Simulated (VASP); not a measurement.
A run of VASP 6.6.1 is set up as follows.

The input INCAR:

```
SYSTEM = MgO
PREC = Accurate
ENCUT = 520
EDIFF = 1E-7
ISMEAR = -1
SIGMA = 0.05
LREAL = .FALSE.
LASPH = .TRUE.
NELM = 60
ALGO = Normal
ISIF = 2
LWAVE = .FALSE.
LCHARG = .TRUE.
GGA = PS
LELF = .TRUE.
LVHAR = .TRUE.
NBANDS = 16
```

The input KPOINTS:

```
Automatic mesh
0
G
  6 6 6
  0 0 0
```

POSCAR

```
MgO
1.0
    3.4863800000     -0.0871595000     -0.0871595000
   -1.8186722500      3.0628697500     -0.0319025000
   -0.1044510000     -0.1044510000      4.1780400000
Mg O
2 2
Direct
    0.6666666667      0.3333333333      0.7500000000
    0.3333333333      0.6666666667      0.2500000000
    0.6666666667      0.3333333333      0.2500000000
    0.3333333333      0.6666666667      0.7500000000
```

Potentials or basis: VASP PAW PBE potentials, release 64 (Mg, O).

The run is started by

```console
$ cat potpaw_PBE.64/Mg/POTCAR potpaw_PBE.64/O/POTCAR > POTCAR
$ mpirun -np 1 vasp_std > vasp.out
```

Estimate the largest force.

0.492 eV/Å.

What does it give for the band gap on the k mesh?

3.20 eV, direct.

Forces on the atoms (eV/Å):
```
Mg  -0.447 -0.034 -0.020
Mg   0.447  0.034  0.020
O   -0.490 -0.033 -0.028
O    0.490  0.033  0.028
```

Caveat: the PAW data sets were made with another functional, which shifts forces and pressure a little.
